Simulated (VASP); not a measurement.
# BN (I-4m2) in VASP: further runs

The runs below take BN through single point, with PBE.

All numbers are computed with VASP 6.6.1; they aren't measurements. Logs are shortened: lines on timing, memory, paths and dates and some standing lists are left out, and cuts for length are marked.

### 1 The cell of the first run

Symmetry: I-4m2, No. 119, tetragonal system. The conventional cell has a = 2.461 Å, b = 2.461 Å, c = 3.916 Å, α = 90.00°, β = 90.00°, γ = 90.00°. B (site symmetry -4m2) has 4 N at 1.57 Å within 2.1 Å. Within 2.1 Å of N (site symmetry -4m2) lie 4 B at 1.57 Å.

### 2 Single point, PBE (strain -0.040 along x and y, +0.080 along z)

The input, INCAR:

```
SYSTEM = BN
PREC     = Accurate       ! precision mode
ENCUT    = 520            ! plane-wave cutoff, eV
EDIFF    = 1E-6           ! SCF threshold, eV
ISMEAR   = 0              ! smearing method
SIGMA    = 0.05           ! smearing width, eV
LREAL    = .FALSE.        ! projectors in reciprocal space
LASPH    = .TRUE.         ! aspherical terms in the spheres
NELM     = 80             ! most SCF steps
ALGO     = Normal         ! electronic algorithm
ISIF     = 2              ! what is computed and relaxed
LWAVE    = .FALSE.        ! write WAVECAR
LCHARG   = .FALSE.        ! write CHGCAR
GGA      = PE             ! functional
NBANDS   = 11             ! bands
```

The input, KPOINTS:

```
Automatic mesh
0
G
  12 12 12
  0 0 0
```

The input, POSCAR:

```
BN
1.0
    0.0000000000      1.7404809600      1.9580410800
    1.7404809600      0.0000000000      1.9580410800
    1.7404809600      1.7404809600      0.0000000000
B N
1 1
Direct
    0.0000000000      0.0000000000      0.0000000000
    0.7500000000      0.7500000000      0.7500000000
```

Potentials or basis: VASP PAW PBE potentials, release 64 (B, N).

On the command line:

```
> cat potpaw_PBE.64/B/POTCAR potpaw_PBE.64/N/POTCAR > POTCAR
> mpirun -np 1 vasp_std > vasp.out
```

OUTCAR:

```text
SYSTEM = BN
   PREC = Accurate
   ENCUT = 520
   EDIFF = 1E-6
   ISMEAR = 0
   LREAL = .FALSE.
   LASPH = .TRUE.
   NELM = 80
   ISIF = 2
   GGA = PE

 ion  position               nearest neighbor table
   1  0.000  0.000  0.000-   2 1.57   2 1.57   2 1.57   2 1.57
   2  0.750  0.750  0.750-   1 1.57   1 1.57   1 1.57   1 1.57

  LATTYP: Found a body centered tetragonal cell.
 ALAT       =     2.4614117787
 C/A-ratio  =     1.5909902577

  Lattice vectors:

 A1 = (  -1.7404809600,   0.0000000000,   1.9580410800)
 A2 = (   1.7404809600,   0.0000000000,   1.9580410800)
 A3 = (   0.0000000000,   1.7404809600,  -1.9580410800)

Analysis of symmetry for initial positions (statically):
=====================================================================
 Subroutine PRICEL returns:
 Original cell was already a primitive cell.

 Routine SETGRP: Setting up the symmetry group for a
 body centered tetragonal supercell.

 Subroutine GETGRP returns: Found  8 space group operations
 (whereof  8 operations were pure point group operations)
 out of a pool of 16 trial point group operations.

The static configuration has the point symmetry D_2d.

Analysis of symmetry for dynamics (positions and initial velocities):
=====================================================================
 Subroutine PRICEL returns:
 Original cell was already a primitive cell.

 Routine SETGRP: Setting up the symmetry group for a
 body centered tetragonal supercell.

 Subroutine GETGRP returns: Found  8 space group operations
 (whereof  8 operations were pure point group operations)
 out of a pool of 16 trial point group operations.

The dynamic configuration has the point symmetry D_2d.

 Subroutine INISYM returns: Found  8 space group operations
 (whereof  8 operations are pure point group operations),
 and found     1 'primitive' translations

----------------------------------------------------------------------------------------

                                     Primitive cell

  volume of cell :      11.8629

  direct lattice vectors                    reciprocal lattice vectors
     0.000000000  1.740480960  1.958041080    -0.287276915  0.287276915  0.255357257
     1.740480960  0.000000000  1.958041080     0.287276915 -0.287276915  0.255357257
     1.740480960  1.740480960  0.000000000     0.287276915  0.287276915 -0.255357257

  length of vectors
     2.619770762  2.619770762  2.461411779     0.479857667  0.479857667  0.479857667

  position of ions in fractional coordinates (direct lattice)
     0.000000000  0.000000000  0.000000000
     0.750000000  0.750000000  0.750000000

  ion indices of the primitive-cell ions
   primitive index   ion index
                 1           1
                 2           2

----------------------------------------------------------------------------------------

 KPOINTS: Automatic mesh

Automatic generation of k-mesh.
 Grid dimensions read from file:
 generate k-points for:   12   12   12

 Generating k-lattice:

  Cartesian coordinates                     Fractional coordinates (reciprocal lattice)
    -0.023939743  0.023939743  0.021279771     0.083333333  0.000000000  0.000000000
     0.023939743 -0.023939743  0.021279771     0.000000000  0.083333333  0.000000000
     0.023939743  0.023939743 -0.021279771    -0.000000000 -0.000000000  0.083333333

  Length of vectors
     0.039988139  0.039988139  0.039988139

  Shift w.r.t. Gamma in fractional coordinates (k-lattice)
     0.000000000  0.000000000  0.000000000

 Subroutine IBZKPT returns following result:
 ===========================================

 Found    163 irreducible k-points:

 Following reciprocal coordinates:
            Coordinates               Weight
  0.000000  0.000000  0.000000      1.000000
  0.083333 -0.000000  0.000000      8.000000
  0.166667  0.000000  0.000000      8.000000
  0.250000  0.000000  0.000000      8.000000
  0.333333  0.000000  0.000000      8.000000
  0.416667 -0.000000  0.000000      8.000000
[... 16 lines left out ...]
  0.500000  0.166667  0.000000      8.000000
 -0.416667  0.166667  0.000000      8.000000
 [... further k-points ...]
   k-points           NKPTS =    163   k-points in BZ     NKDIM =    163   number of bands    NBANDS=     11
   number of dos      NEDOS =    301   number of ions     NIONS =      2
   total plane-waves  NPLWV =   7200
   dimension x,y,z NGX =    20 NGY =   20 NGZ =   18
   dimension x,y,z NGXF=    40 NGYF=   40 NGZF=   36
   ions per type =               1   1
   NGX,Y,Z   is equivalent  to a cutoff of  12.69, 12.69, 12.16 a.u.
   NGXF,Y,Z  is equivalent  to a cutoff of  25.38, 25.38, 24.31 a.u.
 SYSTEM =  BN
   PREC   = accura    normal or accurate (medium, high low for compatibility)
   ISTART =      0    job   : 0-new  1-cont  2-samecut
   ICHARG =      2    charge: 1-file 2-atom 10-const
   ISPIN  =      1    spin polarized calculation?
   LNONCOLLINEAR =      F non collinear calculations
   LSORBIT =      F    spin-orbit coupling
   LASPH  =      T    aspherical Exc in radial PAW
   ENCUT  =  520.0 eV  38.22 Ry    6.18 a.u.   4.87  4.87  4.58*2*pi/ulx,y,z
   NELM   =     80;   NELMIN=  2; NELMDL= -5     # of ELM steps
   EDIFF  = 0.1E-05   stopping-criterion for ELM
   LREAL  =      F    real-space projection
   EDIFFG = 0.1E-04   stopping-criterion for IOM
   NSW    =      0    number of steps for IOM
   IBRION =     -1    ionic relax: 0-MD 1-quasi-New 2-CG
   NFREE  =      0    steps in history (QN), initial steepest desc. (CG)
   ISIF   =      2    stress and relaxation
   ISYM   =      2    0-nonsym 1-usesym 2-fastsym
   POTIM  = 0.5000    time-step for ionic-motion
   TEBEG  =    0.0;   TEEND  =   0.0 temperature during run
   PSTRESS=    0.0 pullay stress
   NELECT =       8.0000    total number of electrons
   NUPDOWN=      -1.0000    fix difference up-down
   EMIN   =  10.00;   EMAX   =-10.00  energy-range for DOS
   EFERMI =   0.00;   METHOD = LEGACY
   ISMEAR =     0;   SIGMA  =   0.05  broadening in eV -4-tet -1-fermi 0-gaus
   EFERMI_NEDOS =   21; number of points for ismear=-14 and -15
   IALGO  =     38    algorithm
   IMIX   =      4    mixing-type and parameters
     AMIX     =   0.40;   BMIX     =  1.00
     AMIX_MAG =   1.60;   BMIX_MAG =  1.00
  volume/ion in A,a.u.               =       5.93        40.03
  Fermi-wavevector in a.u.,A,eV,Ry     =   1.435626  2.712940 28.041915  2.061023
  Thomas-Fermi vector in A             =   2.554904
   LORBIT       =      0    0 simple, 1 ext, 2 COOP (PROOUT), +10 PAW based schemes
   GGA     = PE    functional components
   LHFCALC =     F    Hartree Fock is set to
   AEXX    =    0.0000 exact exchange contribution
   IVDW    =     0    specifies the selected vdW correction
   LEPSILON=     F    determine dielectric tensor
   LRPA    =     F    only Hartree local field effects (RPA)
 non-spin polarized calculation
 Gauss-broadening in eV      SIGMA  =   0.05
  energy-cutoff  :      520.00
  volume of cell :       11.86
 maximum number of plane-waves:       340
   NGX =  9   NGY =  9   NGZ =  9

 number of electron       8.0000000 magnetization

 Free energy of the ion-electron system (eV)
  ---------------------------------------------------
  ext. energy  EPLUGINS =         0.00000000
  ---------------------------------------------------
  free energy    TOTEN  =       -17.21785921 eV

  energy without entropy =      -17.21785921  energy(sigma->0) =      -17.21785921

 E-fermi :   8.1037     XC(G=0): -12.8169

 val. band max:        7.8446374258   @ k =   0.0000   0.0000   0.0000
 cond. band min:      11.2316915860   @ k =   0.5000   0.0000   0.5000
 fundamental gap:      3.3870541602
 Fermi energy:         8.1036880303

 k-point     1 :       0.0000    0.0000    0.0000
  band No.  band energies     occupation
      1     -12.8016      2.00000
      2       6.4437      2.00000
      3       7.8446      2.00000
      4       7.8446      2.00000
      5      16.0128      0.00000
      6      16.0128      0.00000
      7      16.8553      0.00000
      8      17.4934      0.00000
      9      31.0481      0.00000
     10      32.1460      0.00000
     11      32.2657      0.00000

 k-point     2 :       0.0833   -0.0000    0.0000
  band No.  band energies     occupation
      1     -12.6315      2.00000
      2       5.9914      2.00000
      3       7.1862      2.00000
      4       7.7107      2.00000
      5      15.9428      0.00000
      6      16.2936      0.00000
      7      17.2464      0.00000
      8      18.1226      0.00000
      9      29.7438      0.00000
     10      31.9691      0.00000
     11      34.5923      0.00000

 k-point     3 :       0.1667    0.0000    0.0000
  band No.  band energies     occupation
      1     -12.1278      2.00000
      2       4.3123      2.00000
      3       6.2605      2.00000
      4       7.3864      2.00000
      5      15.8637      0.00000
      6      16.9924      0.00000
      7      17.9328      0.00000
      8      19.5442      0.00000
      9      28.9552      0.00000
     10      31.8243      0.00000
     11      33.1326      0.00000

 k-point     4 :       0.2500    0.0000    0.0000
  band No.  band energies     occupation
      1     -11.3139      2.00000
      2       1.9466      2.00000
      3       5.5514      2.00000
      4       7.0171      2.00000
      5      15.7463      0.00000
      6      17.7811      0.00000
      7      18.6008      0.00000
      8      20.9355      0.00000
      9      29.1458      0.00000
     10      31.7660      0.00000
     11      32.1104      0.00000

 k-point     5 :       0.3333    0.0000    0.0000
  band No.  band energies     occupation
      1     -10.2530      2.00000
      2      -0.4182      2.00000
      3       4.9893      2.00000
      4       6.7085      2.00000
      5      15.5757      0.00000
      6      18.3511      0.00000
      7      19.1106      0.00000
      8      21.9262      0.00000
      9      29.7384      0.00000
     10      32.2474      0.00000
     11      32.4574      0.00000
[... 211 lines left out ...]
 k-point    21 :       0.3333    0.1667    0.0000
  band No.  band energies     occupation
      1     -10.6940      2.00000
      2       1.3648      2.00000
      3       4.3110      2.00000
      4       5.5159      2.00000
      5      16.4405      0.00000
      6      18.8278      0.00000
      7      20.1777      0.00000
      8      20.9938      0.00000
      9      25.6940      0.00000
     10      32.7366      0.00000
     11      36.4496      0.00000

 k-point    22 :       0.4167    0.1667    0.0000
  band No.  band energies     occupation
      1      -9.6521      2.00000
      2      -0.5131      2.00000
      3       3.3107      2.00000
      4       5.4233      2.00000
      5      16.7704      0.00000
      6      18.8465      0.00000
      7      20.4886      0.00000
      8      22.1367      0.00000
      9      27.2717      0.00000
     10      32.4068      0.00000
     11      36.1082      0.00000

 k-point    23 :       0.5000    0.1667    0.0000
  band No.  band energies     occupation
      1      -8.6197      2.00000
      2      -2.1139      2.00000
      3       2.6248      2.00000
      4       5.5605      2.00000
      5      17.0103      0.00000
      6      18.9322      0.00000
      7      20.3565      0.00000
      8      22.9921      0.00000
      9      28.4586      0.00000
     10      32.6743      0.00000
     11      35.1523      0.00000

 k-point    24 :      -0.4167    0.1667    0.0000
  band No.  band energies     occupation
      1      -8.2058      2.00000
      2      -2.6693      2.00000
      3       2.2774      2.00000
      4       5.9000      2.00000
      5      17.3024      0.00000
      6      19.0336      0.00000
      7      19.9251      0.00000
      8      22.7980      0.00000
      9      29.3789      0.00000
     10      33.0280      0.00000
     11      33.3569      0.00000

 [... further k-points ...]
[... 5 lines left out ...]
  --------------------------------------------------------------------------------------
  -------------------------------------------------------------------------------------
  Total        2.1938218      2.1938218     -4.0282735      0.0000000      0.0000000      0.0000000
  in kB      296.2931289    296.2931289   -544.0504593      0.0000000      0.0000000      0.0000000
  external PRESSURE =      16.1785995 kB  Pullay stress =       0.0000000 kB

 VOLUME and BASIS-vectors are now :
 -----------------------------------------------------------------------------
  energy-cutoff  :      520.00
  volume of cell :       11.86
      direct lattice vectors                 reciprocal lattice vectors
     0.000000000  1.740480960  1.958041080    -0.287276915  0.287276915  0.255357257
     1.740480960  0.000000000  1.958041080     0.287276915 -0.287276915  0.255357257
     1.740480960  1.740480960  0.000000000     0.287276915  0.287276915 -0.255357257

 POSITION                                       TOTAL-FORCE (eV/Angst)
 -----------------------------------------------------------------------------------
      0.00000      0.00000      0.00000        -0.000000     -0.000000      0.000000
      2.61072      2.61072      2.93706         0.000000      0.000000     -0.000000
 -----------------------------------------------------------------------------------
    total drift:                                0.000000      0.000000      0.000001

  FREE ENERGIE OF THE ION-ELECTRON SYSTEM (eV)
  ---------------------------------------------------
  free  energy   TOTEN  =       -17.2178592107 eV

  energy  without entropy=      -17.2178592107  energy(sigma->0) =      -17.21785921
```

Run time: 17 s. Hardware: 1 thread of Intel Xeon Platinum 8259CL at 2.50GHz (Skylake/Cascade Lake), shared host; peak memory 0.13 GiB.

Results:

* Free energy: -17.2179 eV
* Pressure: 1.6 GPa
* Band gap on the k mesh: 3.39 eV, indirect (least direct gap 7.91 eV)

Caveat: the cell differs from its parent crystal (strain -0.040 along x and y, +0.080 along z).

(Continued in part 2 of 2.)
